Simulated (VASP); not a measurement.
# BeCo (Pm-3m) in VASP: further runs

Runs on BeCo. Level: LDA. Tasks: single point, relaxation of cell and atoms.

All numbers are computed with VASP 6.6.1; they aren't measurements. Logs are shortened: lines on timing, memory, paths and dates and some standing lists are left out, and cuts for length are marked.

## 1. The cell of the first run

It takes space group Pm-3m (No. 221, cubic). Conventional cell: a = 2.537 Å, b = 2.537 Å, c = 2.537 Å, α = 90.00°, β = 90.00°, γ = 90.00°. Be (site symmetry m-3m) has 8 Co at 2.20 Å and 6 Be at 2.54 Å within 2.9 Å. Co (site symmetry m-3m) has 8 Be at 2.20 Å and 6 Co at 2.54 Å within 2.9 Å.

## 2. Single point, LDA, collinear spin, ferrimagnetic start

INCAR

```
ALGO = Normal
EDIFF = 1E-7
ENCUT = 520
GGA = CA
ISIF = 2
ISMEAR = -1
ISPIN = 2
LASPH = True
LCHARG = False
LMAXMIX = 4
LORBIT = 11
LREAL = False
LWAVE = False
MAGMOM = -0.5 1
NBANDS = 16
NELM = 150
PREC = Accurate
SIGMA = 0.05
```

KPOINTS

```
k-points
0
Gamma
  13 13 13
```

POSCAR

```
BeCo
1.0
    2.5372012870      0.0000000000      0.0000000000
    0.0000000000      2.5372012870      0.0000000000
    0.0000000000      0.0000000000      2.5372012870
Be Co
1 1
Direct
    0.0000000000      0.0000000000      0.0000000000
    0.5000000000      0.5000000000      0.5000000000
```

Potentials or basis: VASP PAW LDA potentials, release 64 (Be, Co).

Launch:

```bash
$ cat potpaw_LDA.64/Be/POTCAR potpaw_LDA.64/Co/POTCAR > POTCAR
$ mpirun -np 1 vasp_std > vasp.out
```

OUTCAR:

```text
EDIFF = 1E-7
   ENCUT = 520
   GGA = CA
   ISIF = 2
   ISMEAR = -1
   ISPIN = 2
   LASPH = True
   LORBIT = 11
   LREAL = False
   NELM = 150
   PREC = Accurate

 ion  position               nearest neighbor table
   1  0.000  0.000  0.000-   2 2.20   2 2.20   2 2.20   2 2.20   2 2.20   2 2.20   2 2.20   2 2.20

   2  0.500  0.500  0.500-   1 2.20   1 2.20   1 2.20   1 2.20   1 2.20   1 2.20   1 2.20   1 2.20

  LATTYP: Found a simple cubic cell.
 ALAT       =     2.5372012870

  Lattice vectors:

 A1 = (   2.5372012870,   0.0000000000,   0.0000000000)
 A2 = (   0.0000000000,   2.5372012870,   0.0000000000)
 A3 = (   0.0000000000,   0.0000000000,   2.5372012870)

Analysis of symmetry for initial positions (statically):
=====================================================================
 Subroutine PRICEL returns:
 Original cell was already a primitive cell.

 Routine SETGRP: Setting up the symmetry group for a
 simple cubic supercell.

 Subroutine GETGRP returns: Found 48 space group operations
 (whereof 48 operations were pure point group operations)
 out of a pool of 48 trial point group operations.

The static configuration has the point symmetry O_h .

Analysis of symmetry for dynamics (positions and initial velocities):
=====================================================================
 Subroutine PRICEL returns:
 Original cell was already a primitive cell.

 Routine SETGRP: Setting up the symmetry group for a
 simple cubic supercell.

 Subroutine GETGRP returns: Found 48 space group operations
 (whereof 48 operations were pure point group operations)
 out of a pool of 48 trial point group operations.

The dynamic configuration has the point symmetry O_h .

Analysis of structural, dynamic, and magnetic symmetry:
=====================================================================
 Subroutine PRICEL returns:
 Original cell was already a primitive cell.

 Routine SETGRP: Setting up the symmetry group for a
 simple cubic supercell.

 Subroutine GETGRP returns: Found 48 space group operations
 (whereof 48 operations were pure point group operations)
 out of a pool of 48 trial point group operations.

The overall configuration has the point symmetry O_h .

 Subroutine INISYM returns: Found 48 space group operations
 (whereof 48 operations are pure point group operations),
 and found     1 'primitive' translations

----------------------------------------------------------------------------------------

                                     Primitive cell

  volume of cell :      16.3330

  direct lattice vectors                    reciprocal lattice vectors
     2.537201287  0.000000000  0.000000000     0.394135067  0.000000000  0.000000000
     0.000000000  2.537201287  0.000000000     0.000000000  0.394135067  0.000000000
     0.000000000  0.000000000  2.537201287     0.000000000  0.000000000  0.394135067

  length of vectors
     2.537201287  2.537201287  2.537201287     0.394135067  0.394135067  0.394135067

  position of ions in fractional coordinates (direct lattice)
     0.000000000  0.000000000  0.000000000
     0.500000000  0.500000000  0.500000000

  ion indices of the primitive-cell ions
   primitive index   ion index
                 1           1
                 2           2

----------------------------------------------------------------------------------------

 KPOINTS: k-points

Automatic generation of k-mesh.
 Grid dimensions read from file:
 generate k-points for:   13   13   13

 Generating k-lattice:

  Cartesian coordinates                     Fractional coordinates (reciprocal lattice)
     0.030318082  0.000000000  0.000000000     0.076923077  0.000000000  0.000000000
     0.000000000  0.030318082  0.000000000     0.000000000  0.076923077  0.000000000
     0.000000000  0.000000000  0.030318082     0.000000000  0.000000000  0.076923077

  Length of vectors
     0.030318082  0.030318082  0.030318082

  Shift w.r.t. Gamma in fractional coordinates (k-lattice)
     0.000000000  0.000000000  0.000000000

 Subroutine IBZKPT returns following result:
 ===========================================

 Found     84 irreducible k-points:

 Following reciprocal coordinates:
            Coordinates               Weight
  0.000000  0.000000  0.000000      1.000000
  0.076923  0.000000  0.000000      6.000000
  0.153846  0.000000  0.000000      6.000000
  0.230769  0.000000  0.000000      6.000000
  0.307692  0.000000  0.000000      6.000000
  0.384615  0.000000  0.000000      6.000000
[... 16 lines left out ...]
  0.307692  0.307692  0.000000     12.000000
  0.384615  0.307692  0.000000     24.000000
 [... further k-points ...]
   k-points           NKPTS =     84   k-points in BZ     NKDIM =     84   number of bands    NBANDS=     16
   number of dos      NEDOS =    301   number of ions     NIONS =      2
   total plane-waves  NPLWV =   8000
   dimension x,y,z NGX =    20 NGY =   20 NGZ =   20
   dimension x,y,z NGXF=    40 NGYF=   40 NGZF=   40
   ions per type =               1   1
   NGX,Y,Z   is equivalent  to a cutoff of  13.10, 13.10, 13.10 a.u.
   NGXF,Y,Z  is equivalent  to a cutoff of  26.21, 26.21, 26.21 a.u.
 SYSTEM =  unknown system
   PREC   = accura    normal or accurate (medium, high low for compatibility)
   ISTART =      0    job   : 0-new  1-cont  2-samecut
   ICHARG =      2    charge: 1-file 2-atom 10-const
   ISPIN  =      2    spin polarized calculation?
   LNONCOLLINEAR =      F non collinear calculations
   LSORBIT =      F    spin-orbit coupling
   LASPH  =      T    aspherical Exc in radial PAW
   ENCUT  =  520.0 eV  38.22 Ry    6.18 a.u.   4.72  4.72  4.72*2*pi/ulx,y,z
   NELM   =    150;   NELMIN=  2; NELMDL= -5     # of ELM steps
   EDIFF  = 0.1E-06   stopping-criterion for ELM
   LREAL  =      F    real-space projection
   EDIFFG = 0.1E-05   stopping-criterion for IOM
   NSW    =      0    number of steps for IOM
   IBRION =     -1    ionic relax: 0-MD 1-quasi-New 2-CG
   NFREE  =      0    steps in history (QN), initial steepest desc. (CG)
   ISIF   =      2    stress and relaxation
   ISYM   =      2    0-nonsym 1-usesym 2-fastsym
   POTIM  = 0.5000    time-step for ionic-motion
   TEBEG  =    0.0;   TEEND  =   0.0 temperature during run
   PSTRESS=    0.0 pullay stress
   NELECT =      11.0000    total number of electrons
   NUPDOWN=      -1.0000    fix difference up-down
   EMIN   =  10.00;   EMAX   =-10.00  energy-range for DOS
   EFERMI =   0.00;   METHOD = LEGACY
   ISMEAR =    -1;   SIGMA  =   0.05  broadening in eV -4-tet -1-fermi 0-gaus
   EFERMI_NEDOS =   21; number of points for ismear=-14 and -15
   IALGO  =     38    algorithm
   IMIX   =      4    mixing-type and parameters
     AMIX     =   0.40;   BMIX     =  1.00
     AMIX_MAG =   1.60;   BMIX_MAG =  1.00
  volume/ion in A,a.u.               =       8.17        55.11
  Fermi-wavevector in a.u.,A,eV,Ry     =   1.434996  2.711750 28.017315  2.059215
  Thomas-Fermi vector in A             =   2.554343
   LORBIT       =     11    0 simple, 1 ext, 2 COOP (PROOUT), +10 PAW based schemes
   GGA     = CA    functional components
   LHFCALC =     F    Hartree Fock is set to
   AEXX    =    0.0000 exact exchange contribution
   IVDW    =     0    specifies the selected vdW correction
   LEPSILON=     F    determine dielectric tensor
   LRPA    =     F    only Hartree local field effects (RPA)
 spin polarized calculation
  energy-cutoff  :      520.00
  volume of cell :       16.33
 maximum number of plane-waves:       461
 NGX is ok and might be reduce to    20
   NGX =  9   NGY =  9   NGZ =  9

 number of electron      11.0000004 magnetization       0.2958978

 Free energy of the ion-electron system (eV)
  ---------------------------------------------------
  ext. energy  EPLUGINS =         0.00000000
  ---------------------------------------------------
  free energy    TOTEN  =       -13.07904597 eV

  energy without entropy =      -13.06341194  energy(sigma->0) =      -13.07122895

 E-fermi :   9.4297     XC(G=0): -13.0977

 val. band max:        9.4293672215   @ k =   0.4615   0.1538   0.0769
 cond. band min:       9.4336716100   @ k =   0.1538   0.1538   0.0000
 fundamental gap:      0.0043043885
 Fermi energy:         9.4297429311

 spin component 1

 k-point     1 :       0.0000    0.0000    0.0000
  band No.  band energies     occupation
      1      -0.3644      1.00000
      2       6.3924      1.00000
      3       6.3924      1.00000
      4       9.3006      0.92979
      5       9.3006      0.92979
      6       9.3006      0.92979
[... 8 lines left out ...]
     15      40.3598      0.00000
     16      41.8556      0.00000

 k-point     2 :       0.0769    0.0000    0.0000
  band No.  band energies     occupation
      1      -0.2392      1.00000
      2       6.4110      1.00000
      3       6.4213      1.00000
      4       9.2060      0.98873
      5       9.2061      0.98873
      6       9.3068      0.92118
[... 8 lines left out ...]
     15      39.9740      0.00000
     16      40.4028      0.00000

 k-point     3 :       0.1538    0.0000    0.0000
  band No.  band energies     occupation
      1       0.1286      1.00000
      2       6.4480      1.00000
      3       6.5022      1.00000
      4       8.9599      0.99992
      5       8.9599      0.99992
      6       9.3242      0.89200
[... 8 lines left out ...]
     15      38.1981      0.00000
     16      39.3065      0.00000
[... 362 lines left out ...]
 k-point    23 :       0.3077    0.3077    0.0000
  band No.  band energies     occupation
      1       3.2424      1.00000
      2       6.3175      1.00000
      3       7.1780      1.00000
      4       7.8650      1.00000
      5       8.5086      1.00000
      6       8.7405      1.00000
[... 8 lines left out ...]
     15      36.3146      0.00000
     16      38.1460      0.00000

 k-point    24 :       0.3846    0.3077    0.0000
  band No.  band energies     occupation
      1       4.0283      1.00000
      2       5.9890      1.00000
      3       7.4012      1.00000
      4       7.9552      1.00000
      5       8.4072      1.00000
      6       8.7288      1.00000
[... 8 lines left out ...]
     15      36.4169      0.00000
     16      40.6387      0.00000

 [... further k-points ...]

 spin component 2

 k-point     1 :       0.0000    0.0000    0.0000
  band No.  band energies     occupation
      1      -0.3420      1.00000
      2       6.5950      1.00000
      3       6.5950      1.00000
      4       9.6182      0.02255
      5       9.6182      0.02255
      6       9.6182      0.02255
[... 8 lines left out ...]
     15      40.4119      0.00000
     16      41.8798      0.00000

 k-point     2 :       0.0769    0.0000    0.0000
  band No.  band energies     occupation
      1      -0.2168      1.00000
      2       6.6107      1.00000
      3       6.6247      1.00000
      4       9.5193      0.14304
      5       9.5193      0.14304
      6       9.6246      0.01988
[... 8 lines left out ...]
     15      40.0245      0.00000
     16      40.4345      0.00000

 k-point     3 :       0.1538    0.0000    0.0000
  band No.  band energies     occupation
      1       0.1512      1.00000
      2       6.6373      1.00000
      3       6.7080      1.00000
      4       9.2627      0.96584
      5       9.2627      0.96584
      6       9.6425      0.01400
[... 8 lines left out ...]
     15      38.2408      0.00000
     16      39.3533      0.00000
[... 362 lines left out ...]
 k-point    23 :       0.3077    0.3077    0.0000
  band No.  band energies     occupation
      1       3.2767      1.00000
      2       6.5073      1.00000
      3       7.3149      1.00000
      4       8.0895      1.00000
      5       8.7983      1.00000
      6       9.0438      0.99956
[... 8 lines left out ...]
     15      36.3745      0.00000
     16      38.1502      0.00000

 k-point    24 :       0.3846    0.3077    0.0000
  band No.  band energies     occupation
      1       4.0781      1.00000
      2       6.1510      1.00000
      3       7.5444      1.00000
      4       8.1437      1.00000
      5       8.6968      1.00000
      6       9.0312      0.99965
[... 8 lines left out ...]
     15      36.4767      0.00000
     16      40.6401      0.00000

 [... further k-points ...]

------------------------ aborting loop because EDIFF is reached ----------------------------------------

  FORCE on cell =-STRESS in cart. coord.  units (eV):
  Direction    XX          YY          ZZ          XY          YZ          ZX
  --------------------------------------------------------------------------------------
  -------------------------------------------------------------------------------------
  Total        0.0556177      0.0556177      0.0556177      0.0000000     -0.0000000      0.0000000
  in kB        5.4558055      5.4558055      5.4558055      0.0000000     -0.0000000      0.0000000
  external PRESSURE =       5.4558055 kB  Pullay stress =       0.0000000 kB

 VOLUME and BASIS-vectors are now :
 -----------------------------------------------------------------------------
  energy-cutoff  :      520.00
  volume of cell :       16.33
      direct lattice vectors                 reciprocal lattice vectors
     2.537201287  0.000000000  0.000000000     0.394135067  0.000000000  0.000000000
     0.000000000  2.537201287  0.000000000     0.000000000  0.394135067  0.000000000
     0.000000000  0.000000000  2.537201287     0.000000000  0.000000000  0.394135067

 POSITION                                       TOTAL-FORCE (eV/Angst)
 -----------------------------------------------------------------------------------
      0.00000      0.00000      0.00000         0.000000      0.000000      0.000000
      1.26860      1.26860      1.26860         0.000000      0.000000      0.000000
 -----------------------------------------------------------------------------------
    total drift:                               -0.000000      0.000000      0.000000

  FREE ENERGIE OF THE ION-ELECTRON SYSTEM (eV)
  ---------------------------------------------------
  free  energy   TOTEN  =       -13.0790459684 eV

  energy  without entropy=      -13.0634119351  energy(sigma->0) =      -13.07122895

 total charge

# of ion       s       p       d       tot
------------------------------------------
    1        0.475   0.785   0.000   1.260
    2        0.511   0.628   7.493   8.632
--------------------------------------------------
tot          0.986   1.413   7.493   9.893

 magnetization (x)

# of ion       s       p       d       tot
------------------------------------------
    1       -0.003  -0.011   0.000  -0.014
    2        0.000   0.002   0.306   0.308
--------------------------------------------------
tot         -0.003  -0.009   0.306   0.294
```

It took 38 s on 1 thread of Oxide Virtual Turin-like, shared host; peak memory 0.12 GiB.

What came out:

```yaml
Free_energy: -13.0790 eV
Pressure: 0.5 GPa
Net_moment: 0.30 μB per cell
Site_moments: Be -0.01; Co +0.31 μB
Valence_electrons_inside_the_program's_atomic_spheres: Be 1.26; Co 8.63
```

Levels at points of the mesh, in eV from the Fermi level:
Spin up:
```csv
k point,band 2,band 3,band 4,band 5,band 6,band 7,band 8,band 9,band 10,band 11
"(0.00, 0.00, 0.00)",-3.04,-3.04,-0.13,-0.13,-0.13,8.03,8.03,8.03,16.08,16.08
```
Spin down:
| k point | band 3 | band 4 | band 5 | band 6 | band 7 | band 8 |
| --- | --- | --- | --- | --- | --- | --- |
| (0.00, 0.00, 0.00) | -2.83 | 0.19 | 0.19 | 0.19 | 8.03 | 8.03 |

(Continued in part 2 of 2.)
